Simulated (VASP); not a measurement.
Set up this calculation in VASP 6.6.1, as the native input.

| Item | Value |
| --- | --- |
| Task | single point |
| Functional | PBE |
| Potentials or basis | VASP PAW PBE potentials, release 64 (Rb_sv, Li_sv, C, O) |
| Cutoff | 520 eV |
| k mesh | 3 × 3 × 3 |
| Occupations | fermi-dirac, width 0.02 eV |
| Spin | no spin polarisation |
| Dipole correction | no |
| Further INCAR settings | LREAL = Auto; ALGO = Normal; EDIFF = 1e-06; NBANDS = 86 |

The structure of RbLiCO3 lies in POSCAR:

```
RbLiCO3
1.0
    6.8490000000      0.0000000000      0.0000000000
    0.0000000000      7.1620000000      0.0000000000
   -3.6734405204      0.0000000000      6.8221292125
Rb Li C O
4 4 4 12
Direct
    0.8312083600      0.6411254329      0.6670925525
    0.1687916400      0.1411254329      0.8329074475
    0.1687916400      0.3588745671      0.3329074475
    0.8312083600      0.8588745671      0.1670925525
    0.4079408308      0.5710527803      0.8043241825
    0.5920591692      0.0710527803      0.6956758175
    0.5920591692      0.4289472197      0.1956758175
    0.4079408308      0.9289472197      0.3043241825
    0.3065765234      0.6686260080      0.0902755652
    0.6934234766      0.1686260080      0.4097244348
    0.6934234766      0.3313739920      0.9097244348
    0.3065765234      0.8313739920      0.5902755652
    0.2704898707      0.5279593017      0.9731506982
    0.7295101293      0.0279593017      0.5268493018
    0.7295101293      0.4720406983      0.0268493018
    0.2704898707      0.9720406983      0.4731506982
    0.1733762097      0.8081179157      0.0456231878
    0.8266237903      0.3081179157      0.4543768122
    0.8266237903      0.1918820843      0.9543768122
    0.1733762097      0.6918820843      0.5456231878
    0.4869108968      0.6667780463      0.2606403456
    0.5130891032      0.1667780463      0.2393596544
    0.5130891032      0.3332219537      0.7393596544
    0.4869108968      0.8332219537      0.7606403456
```

One way to write it, as run:

INCAR

```
SYSTEM = RbLiCO3
PREC     = Accurate       ! precision mode
ENCUT    = 520            ! plane-wave cutoff, eV
EDIFF    = 1E-6           ! SCF threshold, eV
ISMEAR   = -1             ! smearing method
SIGMA    = 0.02           ! smearing width, eV
LREAL    = Auto         
LASPH    = .TRUE.         ! aspherical terms in the spheres
NELM     = 100            ! most SCF steps
ALGO     = Normal         ! electronic algorithm
ISIF     = 2              ! what is computed and relaxed
LWAVE    = .FALSE.        ! write WAVECAR
LCHARG   = .FALSE.        ! write CHGCAR
GGA      = PE             ! functional
NBANDS   = 86             ! bands
```

KPOINTS

```
Automatic mesh
0
G
  3 3 3
  0 0 0
```

Potentials or basis: VASP PAW PBE potentials, release 64 (Rb_sv, Li_sv, C, O).

Launch:

```bash
$ cat potpaw_PBE.64/Rb_sv/POTCAR potpaw_PBE.64/Li_sv/POTCAR potpaw_PBE.64/C/POTCAR potpaw_PBE.64/O/POTCAR > POTCAR
$ mpirun -np 1 vasp_std > vasp.out
```

It gave:

| Quantity | Value |
| --- | --- |
| Largest force | 0.277 eV/Å |
| Band gap on the k mesh | 4.69 eV (least direct gap 4.71 eV) |

Caveat: an odd mesh through Γ misses points on the zone boundary, where band edges can lie.

Run time: 4.4 min on 1 thread of Intel(R) Xeon(R) 6975P-C (Granite Rapids), with other jobs on the host, peak memory 0.53 GiB.
